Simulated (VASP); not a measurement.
# Cl2 in VASP: further runs

The runs below take Cl2 through single point, relaxation of the atoms, with LDA.

All numbers are computed with VASP 6.6.1; they aren't measurements. Logs are shortened: lines on timing, memory, paths and dates and some standing lists are left out, and cuts for length are marked.

## 1. The cell of the first run

The cell holds a molecule in a box, 2 atoms: a = 12.000 Å, b = 12.300 Å, c = 12.600 Å, α = 90.00°, β = 90.00°, γ = 90.00°.

## 2. Single point, LDA

The input, INCAR:

```
SYSTEM = Cl
ALGO     = Normal         ! electronic algorithm
EDIFF    = 1E-6           ! SCF threshold, eV
ENCUT    = 520            ! plane-wave cutoff, eV
ISIF     = 2              ! what is computed and relaxed
ISMEAR   = -1             ! smearing method
LASPH    = .TRUE.         ! aspherical terms in the spheres
LCHARG   = .FALSE.        ! write CHGCAR
LREAL    = .FALSE.        ! projectors in reciprocal space
LWAVE    = .FALSE.        ! write WAVECAR
NBANDS   = 14             ! bands
NELM     = 100            ! most SCF steps
PREC     = Accurate       ! precision mode
SIGMA    = 0.01           ! smearing width, eV
```

The input, KPOINTS:

```
k-points
0
G
  1 1 1
  0 0 0
```

The input, POSCAR:

```
Cl
1.0
   12.0000000000      0.0000000000      0.0000000000
    0.0000000000     12.3000000000      0.0000000000
    0.0000000000      0.0000000000     12.6000000000
Cl
2
Direct
    0.5000000000      0.5000000000      0.4214385167
    0.5000000000      0.5000000000      0.5785614833
```

Potentials or basis: VASP PAW LDA potentials, release 64 (Cl).

Run with:

```bash
$ cat potpaw_LDA.64/Cl/POTCAR > POTCAR
$ mpirun -np 1 vasp_gam > vasp.out
```

OUTCAR:

```text
SYSTEM = Cl
   EDIFF = 1E-6
   ENCUT = 520
   ISIF = 2
   ISMEAR = -1
   LASPH = .TRUE.
   LREAL = .FALSE.
   NELM = 100
   PREC = Accurate

 ion  position               nearest neighbor table
   1  0.500  0.500  0.421-   2 1.98
   2  0.500  0.500  0.579-   1 1.98

  LATTYP: Found a simple orthorhombic cell.
 ALAT       =    12.0000000000
 B/A-ratio  =     1.0250000000
 C/A-ratio  =     1.0500000000

  Lattice vectors:

 A1 = (  12.0000000000,   0.0000000000,   0.0000000000)
 A2 = (   0.0000000000,  12.3000000000,   0.0000000000)
 A3 = (   0.0000000000,   0.0000000000,  12.6000000000)

Analysis of symmetry for initial positions (statically):
=====================================================================
 Subroutine PRICEL returns:
 Original cell was already a primitive cell.

 Routine SETGRP: Setting up the symmetry group for a
 simple orthorhombic supercell.

 Subroutine GETGRP returns: Found  8 space group operations
 (whereof  8 operations were pure point group operations)
 out of a pool of  8 trial point group operations.

The static configuration has the point symmetry D_2h.

Analysis of symmetry for dynamics (positions and initial velocities):
=====================================================================
 Subroutine PRICEL returns:
 Original cell was already a primitive cell.

 Routine SETGRP: Setting up the symmetry group for a
 simple orthorhombic supercell.

 Subroutine GETGRP returns: Found  8 space group operations
 (whereof  8 operations were pure point group operations)
 out of a pool of  8 trial point group operations.

The dynamic configuration has the point symmetry D_2h.

 Subroutine INISYM returns: Found  8 space group operations
 (whereof  8 operations are pure point group operations),
 and found     1 'primitive' translations

----------------------------------------------------------------------------------------

                                     Primitive cell

  volume of cell :    1859.7600

  direct lattice vectors                    reciprocal lattice vectors
    12.000000000  0.000000000  0.000000000     0.083333333  0.000000000  0.000000000
     0.000000000 12.300000000  0.000000000     0.000000000  0.081300813  0.000000000
     0.000000000  0.000000000 12.600000000     0.000000000  0.000000000  0.079365079

  length of vectors
    12.000000000 12.300000000 12.600000000     0.083333333  0.081300813  0.079365079

  position of ions in fractional coordinates (direct lattice)
     0.500000000  0.500000000  0.421438517
     0.500000000  0.500000000  0.578561483

  ion indices of the primitive-cell ions
   primitive index   ion index
                 1           1
                 2           2

----------------------------------------------------------------------------------------

 KPOINTS: k-points

Automatic generation of k-mesh.
 Grid dimensions read from file:
 generate k-points for:    1    1    1

 Generating k-lattice:

  Cartesian coordinates                     Fractional coordinates (reciprocal lattice)
     0.083333333  0.000000000  0.000000000     1.000000000  0.000000000  0.000000000
     0.000000000  0.081300813  0.000000000     0.000000000  1.000000000  0.000000000
     0.000000000  0.000000000  0.079365079     0.000000000  0.000000000  1.000000000

  Length of vectors
     0.083333333  0.081300813  0.079365079

  Shift w.r.t. Gamma in fractional coordinates (k-lattice)
     0.000000000  0.000000000  0.000000000

 Subroutine IBZKPT returns following result:
 ===========================================

 Found      1 irreducible k-points:

 Following reciprocal coordinates:
            Coordinates               Weight
  0.000000  0.000000  0.000000      1.000000
   k-points           NKPTS =      1   k-points in BZ     NKDIM =      1   number of bands    NBANDS=     14
   number of dos      NEDOS =    301   number of ions     NIONS =      2
   total plane-waves  NPLWV = 829440
   dimension x,y,z NGX =    90 NGY =   96 NGZ =   96
   dimension x,y,z NGXF=   180 NGYF=  192 NGZF=  192
   ions per type =               2
   NGX,Y,Z   is equivalent  to a cutoff of  12.47, 12.98, 12.67 a.u.
   NGXF,Y,Z  is equivalent  to a cutoff of  24.94, 25.95, 25.33 a.u.
 SYSTEM =  Cl
   PREC   = accura    normal or accurate (medium, high low for compatibility)
   ISTART =      0    job   : 0-new  1-cont  2-samecut
   ICHARG =      2    charge: 1-file 2-atom 10-const
   ISPIN  =      1    spin polarized calculation?
   LNONCOLLINEAR =      F non collinear calculations
   LSORBIT =      F    spin-orbit coupling
   LASPH  =      T    aspherical Exc in radial PAW
   ENCUT  =  520.0 eV  38.22 Ry    6.18 a.u.  22.31 22.87 23.43*2*pi/ulx,y,z
   NELM   =    100;   NELMIN=  2; NELMDL= -5     # of ELM steps
   EDIFF  = 0.1E-05   stopping-criterion for ELM
   LREAL  =      F    real-space projection
   EDIFFG = 0.1E-04   stopping-criterion for IOM
   NSW    =      0    number of steps for IOM
   IBRION =     -1    ionic relax: 0-MD 1-quasi-New 2-CG
   NFREE  =      0    steps in history (QN), initial steepest desc. (CG)
   ISIF   =      2    stress and relaxation
   ISYM   =      2    0-nonsym 1-usesym 2-fastsym
   POTIM  = 0.5000    time-step for ionic-motion
   TEBEG  =    0.0;   TEEND  =   0.0 temperature during run
   PSTRESS=    0.0 pullay stress
   NELECT =      14.0000    total number of electrons
   NUPDOWN=      -1.0000    fix difference up-down
   EMIN   =  10.00;   EMAX   =-10.00  energy-range for DOS
   EFERMI =   0.00;   METHOD = LEGACY
   ISMEAR =    -1;   SIGMA  =   0.01  broadening in eV -4-tet -1-fermi 0-gaus
   EFERMI_NEDOS =   21; number of points for ismear=-14 and -15
   IALGO  =     38    algorithm
   IMIX   =      4    mixing-type and parameters
     AMIX     =   0.40;   BMIX     =  1.00
     AMIX_MAG =   1.60;   BMIX_MAG =  1.00
  volume/ion in A,a.u.               =     929.88      6275.14
  Fermi-wavevector in a.u.,A,eV,Ry     =   0.320847  0.606314  1.400625  0.102943
  Thomas-Fermi vector in A             =   1.207823
   LORBIT       =      0    0 simple, 1 ext, 2 COOP (PROOUT), +10 PAW based schemes
   GGA     = CA    functional components
   LHFCALC =     F    Hartree Fock is set to
   AEXX    =    0.0000 exact exchange contribution
   IVDW    =     0    specifies the selected vdW correction
   LEPSILON=     F    determine dielectric tensor
   LRPA    =     F    only Hartree local field effects (RPA)
 non-spin polarized calculation
  energy-cutoff  :      520.00
  volume of cell :     1859.76
 maximum number of plane-waves:     25042
 NGX is ok and might be reduce to    90
   NGX = 45   NGY = 45   NGZ = 47

 number of electron      13.9999997 magnetization

 Free energy of the ion-electron system (eV)
  ---------------------------------------------------
  ext. energy  EPLUGINS =         0.00000000
  ---------------------------------------------------
  free energy    TOTEN  =        -3.98725919 eV

  energy without entropy =       -3.98725919  energy(sigma->0) =       -3.98725919

 E-fermi :  -6.8814     XC(G=0):  -0.5090

 val. band max:       -7.1865582388   @ k =   0.0000   0.0000   0.0000
 cond. band min:      -4.1577695669   @ k =   0.0000   0.0000   0.0000
 fundamental gap:      3.0287886719
 Fermi energy:        -6.8813778634

 k-point     1 :       0.0000    0.0000    0.0000
  band No.  band energies     occupation
      1     -23.4988      2.00000
      2     -19.0629      2.00000
      3     -11.9520      2.00000
      4      -9.9546      2.00000
      5      -9.9545      2.00000
      6      -7.1866      2.00000
      7      -7.1866      2.00000
      8      -4.1578      0.00000
      9      -0.3163      0.00000
     10       0.6066      0.00000
     11       0.7652      0.00000
     12       0.8269      0.00000
     13       0.8654      0.00000
     14       0.9423      0.00000

------------------------ aborting loop because EDIFF is reached ----------------------------------------

  FORCE on cell =-STRESS in cart. coord.  units (eV):
  Direction    XX          YY          ZZ          XY          YZ          ZX
  --------------------------------------------------------------------------------------
  -------------------------------------------------------------------------------------
  Total       -0.0208819     -0.0215976     -0.3575317      0.0000000      0.0000000      0.0000000
  in kB       -0.0179897     -0.0186063     -0.3080124      0.0000000      0.0000000      0.0000000
  external PRESSURE =      -0.1148695 kB  Pullay stress =       0.0000000 kB

 VOLUME and BASIS-vectors are now :
 -----------------------------------------------------------------------------
  energy-cutoff  :      520.00
  volume of cell :     1859.76
      direct lattice vectors                 reciprocal lattice vectors
    12.000000000  0.000000000  0.000000000     0.083333333  0.000000000  0.000000000
     0.000000000 12.300000000  0.000000000     0.000000000  0.081300813  0.000000000
     0.000000000  0.000000000 12.600000000     0.000000000  0.000000000  0.079365079

 POSITION                                       TOTAL-FORCE (eV/Angst)
 -----------------------------------------------------------------------------------
      6.00000      6.15000      5.31013         0.000000      0.000000      0.169899
      6.00000      6.15000      7.28987         0.000000      0.000000     -0.169899
 -----------------------------------------------------------------------------------
    total drift:                                0.000000     -0.000000      0.000000

  FREE ENERGIE OF THE ION-ELECTRON SYSTEM (eV)
  ---------------------------------------------------
  free  energy   TOTEN  =        -3.9872591856 eV

  energy  without entropy=       -3.9872591856  energy(sigma->0) =       -3.98725919
```

It took 48 s on 1 thread of AMD EPYC 7R43 (Zen 3), shared host; peak memory 0.77 GiB.

Results:

```
Free energy                     : -3.9873 eV
Largest force                   : 0.170 eV/Å
Gap between the frontier levels : 3.03 eV
```

Forces in eV/Å, atoms in the order of the input:
```
Cl   0.000  0.000  0.170
Cl   0.000  0.000 -0.170
```

## 3. Relaxation of the atoms, LDA

The input, INCAR:

```
PREC = Accurate
ENCUT = 520
EDIFF = 1E-7
ISMEAR = -1
SIGMA = 0.01
LREAL = False
LASPH = True
NELM = 100
ALGO = Normal
ISIF = 2
LWAVE = False
LCHARG = False
GGA = CA
IBRION = 2
NSW = 80
EDIFFG = -0.01
```

The input, KPOINTS:

```
Automatic mesh
0
Gamma
  1 1 1
```

The input, POSCAR:

```
Cl
1.0
   12.0000000000      0.0000000000      0.0000000000
    0.0000000000     12.3000000000      0.0000000000
    0.0000000000      0.0000000000     12.6000000000
Cl
2
Direct
    0.5000000000      0.5000000000      0.4206349206
    0.5000000000      0.5000000000      0.5793650794
```

Potentials or basis: VASP PAW LDA potentials, release 64 (Cl).

Run with:

```bash
$ cat potpaw_LDA.64/Cl/POTCAR > POTCAR
$ mpirun -np 1 vasp_gam > vasp.out
```

Run time: 1.9 min. Hardware: 1 thread of AMD EPYC 7R43 (Zen 3), shared host; peak memory 0.78 GiB.

It converged, with:

* Free energy: -3.9880 eV
* Energy gained by relaxing: 4.0 meV/atom
* Ionic steps: 3
* Gap between the frontier levels: 3.08 eV

The path:
```
step  energy change (eV)  largest force (eV/Å)  pressure (GPa)
   1              0.0000                0.5489           -0.03
   2             -0.0018                0.5242            0.03
   3             -0.0081                0.0001            0.00
```

Final structure:
```
CELL_PARAMETERS angstrom
12.00000 0.00000 0.00000
0.00000 12.30000 0.00000
0.00000 0.00000 12.60000
ATOMIC_POSITIONS crystal
Cl 0.50000 0.50000 0.42177
Cl 0.50000 0.50000 0.57823
```

Levels at points of the mesh, in eV from the valence-band top:
```tsv
k point	band 4	band 5	band 6	band 7	band 8	band 9	band 10	band 11
(0.00, 0.00, 0.00)	-2.81	-2.81	0.00	0.00	3.08	6.85	7.77	7.94
```
